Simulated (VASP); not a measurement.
# Ta4C3 (P4mm) in VASP: notebook, part 2 of 2

VASP 6.6.1.

## 3. Single point, PBEsol (atom 4 (Ta) moved +0.300 Å towards its neighbour atom 5 (C) at 2.201 Å)

The input, INCAR:

```
SYSTEM = Ta4C3
ALGO = Normal
EDIFF = 1E-7
ENCUT = 520
GGA = PS
ISIF = 2
ISMEAR = 0
LASPH = .TRUE.
LCHARG = .FALSE.
LREAL = .FALSE.
LWAVE = .FALSE.
NBANDS = 37
NELM = 80
PREC = Accurate
SIGMA = 0.15
```

The input, KPOINTS:

```
k-points
0
G
  10 10 10
  0 0 0
```

The input, POSCAR:

```
Ta4C3
1.0
    4.4026021986      0.0000000000      0.0000000000
    0.0000000000      4.4026021986      0.0000000000
    0.0000000000      0.0000000000      4.4026021986
Ta C
4 3
Direct
    0.0000000000      0.5000000000      0.5000000000
    0.5000000000      0.0000000000      0.5000000000
    0.5000000000      0.5000000000      0.0000000000
   -0.0681415187      0.0000000000      0.0000000000
    0.5000000000      0.0000000000      0.0000000000
    0.0000000000      0.5000000000      0.0000000000
    0.0000000000      0.0000000000      0.5000000000
```

Potentials or basis: VASP PAW PBE potentials, release 64 (Ta_pv, C).

Started as:

```console
cat potpaw_PBE.64/Ta_pv/POTCAR potpaw_PBE.64/C/POTCAR > POTCAR
mpirun -np 1 vasp_std > vasp.out
```

OUTCAR:

```text
SYSTEM = Ta4C3
   EDIFF = 1E-7
   ENCUT = 520
   GGA = PS
   ISIF = 2
   ISMEAR = 0
   LASPH = .TRUE.
   LREAL = .FALSE.
   NELM = 80
   PREC = Accurate

 ion  position               nearest neighbor table
   1  0.000  0.500  0.500-   6 2.20   7 2.20   6 2.20   7 2.20   3 3.11   2 3.11   2 3.11   3 3.11
                             2 3.11   3 3.11   3 3.11   2 3.11   4 3.13   4 3.13   4 3.13   4 3.13
   2  0.500  0.000  0.500-   5 2.20   7 2.20   5 2.20   7 2.20   4 2.91   4 2.91   3 3.11   1 3.11
                             1 3.11   3 3.11   3 3.11   1 3.11   3 3.11   1 3.11   4 3.33   4 3.33
   3  0.500  0.500  0.000-   5 2.20   6 2.20   5 2.20   6 2.20   4 2.91   4 2.91   2 3.11   2 3.11
                             2 3.11   1 3.11   2 3.11   1 3.11   1 3.11   1 3.11   4 3.33   4 3.33
   4  0.932  0.000  0.000-   5 1.90   6 2.22   7 2.22   7 2.22   6 2.22   5 2.50   2 2.91   3 2.91
                             3 2.91   2 2.91   1 3.13   1 3.13   1 3.13   1 3.13   2 3.33   2 3.33
   5  0.500  0.000  0.000-   4 1.90   3 2.20   2 2.20   2 2.20   3 2.20   4 2.50
   6  0.000  0.500  0.000-   1 2.20   3 2.20   1 2.20   3 2.20   4 2.22   4 2.22
   7  0.000  0.000  0.500-   1 2.20   2 2.20   1 2.20   2 2.20   4 2.22   4 2.22

  LATTYP: Found a simple cubic cell.
 ALAT       =     4.4026021986

  Lattice vectors:

 A1 = (   4.4026021986,   0.0000000000,   0.0000000000)
 A2 = (   0.0000000000,   4.4026021986,   0.0000000000)
 A3 = (   0.0000000000,   0.0000000000,   4.4026021986)

Analysis of symmetry for initial positions (statically):
=====================================================================
 Subroutine PRICEL returns:
 Original cell was already a primitive cell.

 Routine SETGRP: Setting up the symmetry group for a
 simple cubic supercell.

 Subroutine GETGRP returns: Found  8 space group operations
 (whereof  8 operations were pure point group operations)
 out of a pool of 48 trial point group operations.

The static configuration has the point symmetry C_4v.

Analysis of symmetry for dynamics (positions and initial velocities):
=====================================================================
[... 147 lines left out ...]
   AEXX    =    0.0000 exact exchange contribution
   IVDW    =     0    specifies the selected vdW correction
   LEPSILON=     F    determine dielectric tensor
   LRPA    =     F    only Hartree local field effects (RPA)
 non-spin polarized calculation
 Gauss-broadening in eV      SIGMA  =   0.15
  energy-cutoff  :      520.00
  volume of cell :       85.34
 maximum number of plane-waves:      2325
 NGX is ok and might be reduce to    36
   NGX = 17   NGY = 17   NGZ = 17

 number of electron      56.0000020 magnetization

 Free energy of the ion-electron system (eV)
  ---------------------------------------------------
  ext. energy  EPLUGINS =         0.00000000
  ---------------------------------------------------
  free energy    TOTEN  =       -81.85839244 eV

  energy without entropy =      -81.82186579  energy(sigma->0) =      -81.84012911

 E-fermi :   7.1130     XC(G=0): -13.0923

 val. band max:        7.1078977823   @ k =   0.3000   0.0000   0.5000
 cond. band min:       7.1143638109   @ k =   0.1000   0.0000   0.4000
 fundamental gap:      0.0064660286
 Fermi energy:         7.1130086711

 k-point     1 :       0.0000    0.0000    0.0000
  band No.  band energies     occupation
      1     -28.0209      2.00000
      2     -27.9411      2.00000
      3     -27.9411      2.00000
      4     -27.3885      2.00000
      5     -27.3704      2.00000
      6     -27.3704      2.00000
[... 949 lines left out ...]
     36      10.7092      0.00000
     37      11.0757      0.00000

 [... further k-points ...]

------------------------ aborting loop because EDIFF is reached ----------------------------------------

  FORCE on cell =-STRESS in cart. coord.  units (eV):
  Direction    XX          YY          ZZ          XY          YZ          ZX
  --------------------------------------------------------------------------------------
  -------------------------------------------------------------------------------------
  Total        8.6765347      1.0263129      1.0263129      0.0000000     -0.0000000      0.0000000
  in kB      162.9028006     19.2691258     19.2691258      0.0000000     -0.0000000      0.0000000
  external PRESSURE =      67.1470174 kB  Pullay stress =       0.0000000 kB

 VOLUME and BASIS-vectors are now :
 -----------------------------------------------------------------------------
  energy-cutoff  :      520.00
  volume of cell :       85.34
      direct lattice vectors                 reciprocal lattice vectors
     4.402602199  0.000000000  0.000000000     0.227138396  0.000000000  0.000000000
     0.000000000  4.402602199  0.000000000     0.000000000  0.227138396  0.000000000
     0.000000000  0.000000000  4.402602199     0.000000000  0.000000000  0.227138396

 POSITION                                       TOTAL-FORCE (eV/Angst)
 -----------------------------------------------------------------------------------
      0.00000      2.20130      2.20130        -0.037498      0.000000      0.000000
      2.20130      0.00000      2.20130        -1.187360      0.000000      0.000000
      2.20130      2.20130      0.00000        -1.187360      0.000000      0.000000
      4.10260      0.00000      0.00000         7.101870      0.000000     -0.000000
      2.20130      0.00000      0.00000        -3.839781     -0.000000      0.000000
      0.00000      2.20130      0.00000        -0.424936     -0.000000      0.000000
      0.00000      0.00000      2.20130        -0.424936      0.000000      0.000000
 -----------------------------------------------------------------------------------
    total drift:                               -0.000184      0.000000      0.000000

  FREE ENERGIE OF THE ION-ELECTRON SYSTEM (eV)
  ---------------------------------------------------
  free  energy   TOTEN  =       -81.8583924384 eV

  energy  without entropy=      -81.8218657859  energy(sigma->0) =      -81.84012911
```

It took 2.5 min on 1 thread of Intel Xeon 6975P-C (Granite Rapids), shared host; peak memory 0.42 GiB.

Results:

```
Free energy            : -81.8584 eV
Pressure               : 6.7 GPa
Largest force          : 7.102 eV/Å
Band gap on the k mesh : zero (bands 28 and 29 overlap by 1.14 eV)
```

Forces on the atoms (eV/Å):
```
Ta  -0.037  0.000  0.000
Ta  -1.187  0.000  0.000
Ta  -1.187  0.000  0.000
Ta   7.102  0.000  0.000
C   -3.840  0.000  0.000
C   -0.425  0.000  0.000
C   -0.425  0.000  0.000
```

Levels at points of the mesh, in eV from the Fermi level:
```
           k point  band 24  band 25  band 26  band 27  band 28  band 29  band 30  band 31  band 32  band 33
(0.00, 0.00, 0.00)    -1.75    -1.39    -1.02    -0.75    -0.75    -0.37     0.19     0.19     1.62     2.08
(0.50, 0.00, 0.00)    -3.01    -2.01    -1.80    -1.80     0.21     0.21     0.83     1.61     1.61     2.01
(0.00, 0.50, 0.00)    -3.13    -2.12    -2.02    -1.31     0.29     0.34     0.84     1.90     2.47     2.48
(0.50, 0.50, 0.00)    -4.20    -1.76    -1.76    -0.37    -0.33     1.00     2.09     2.15     2.44     3.52
(0.00, 0.50, 0.50)    -3.93    -1.77    -1.73    -0.40    -0.40     1.71     1.78     1.78     2.15     2.28
(0.50, 0.50, 0.50)    -4.99    -1.09    -1.09    -1.00    -0.13     2.97     3.43     3.43     3.48     3.66
```

Caveat: the cell differs from its parent crystal (atom 4 (Ta) moved +0.300 Å towards its neighbour atom 5 (C) at 2.201 Å); the cell stands under pressure; the PAW data sets were made with another functional, which shifts forces and pressure a little; spin-orbit coupling is left out, which moves the levels of the heavy elements.
